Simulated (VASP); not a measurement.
Write the native input for VASP 6.6.1 that does the following.

```
Task                               : single point
Functional                         : HSE06
Potentials or basis                : VASP PAW PBE potentials, release 64 (Pt)
Cutoff                             : 520 eV
k mesh                             : 8 × 8 × 8
Occupations                        : fermi-dirac, width 0.05 eV
Spin                               : no spin polarisation
Dipole correction                  : no
Grid for exact exchange (PRECFOCK) : Normal
Further INCAR settings             : ALGO = Normal; EDIFF = 1e-06; NBANDS = 11
Share of exact exchange            : 0.25
Screening parameter                : 0.2079 1/Å
```

Pt:

```xyz
1
Lattice="0.0000 1.9209 1.9209 1.9209 0.0000 1.9209 1.9209 1.9209 0.0000" Properties=species:S:1:pos:R:3 pbc="T T T"
Pt    0.0000    0.0000    0.0000
```

One way to write it, as run:

POSCAR

```
Pt
1.0
    0.0000000000      1.9208704006      1.9208704006
    1.9208704006      0.0000000000      1.9208704006
    1.9208704006      1.9208704006      0.0000000000
Pt
1
Direct
    0.0000000000      0.0000000000      0.0000000000
```

INCAR.step1

```
SYSTEM = Pt
ALGO = Normal
EDIFF = 1E-5
ENCUT = 520
GGA = PE
ISIF = 2
ISMEAR = -1
LASPH = .TRUE.
LCHARG = .FALSE.
LREAL = .FALSE.
LWAVE = .TRUE.
NBANDS = 11
NELM = 80
PREC = Accurate
SIGMA = 0.05
```

INCAR.step2

```
SYSTEM = Pt
ALGO = Normal
EDIFF = 1E-6
ENCUT = 520
GGA = PE
HFSCREEN = 0.2079
ISIF = 2
ISMEAR = -1
ISTART = 1
LASPH = .TRUE.
LCHARG = .FALSE.
LHFCALC = .TRUE.
LREAL = .FALSE.
LWAVE = .FALSE.
NBANDS = 11
NELM = 80
PREC = Accurate
PRECFOCK = Normal
SIGMA = 0.05
```

KPOINTS

```
k-points
0
G
  8 8 8
  0 0 0
```

Potentials or basis: VASP PAW PBE potentials, release 64 (Pt).

Run with:

```console
$ cat potpaw_PBE.64/Pt/POTCAR > POTCAR
$ cp INCAR.step1 INCAR
$ mpirun -np 1 vasp_std > vasp.out
$ cp INCAR.step2 INCAR
$ mpirun -np 1 vasp_std > vasp.out
```

It gave:

```yaml
Pressure: 21.0 GPa
Band_gap_on_the_k_mesh: zero (bands 5 and 6 overlap by 3.26 eV)
```

Caveat: the cell stands under pressure; the PAW data sets were made with another functional, which shifts forces and pressure a little; spin-orbit coupling is left out, which moves the levels of the heavy elements.

It took 68 min on 1 thread of Intel Xeon 8259CL (shared host), peak memory 0.25 GiB.
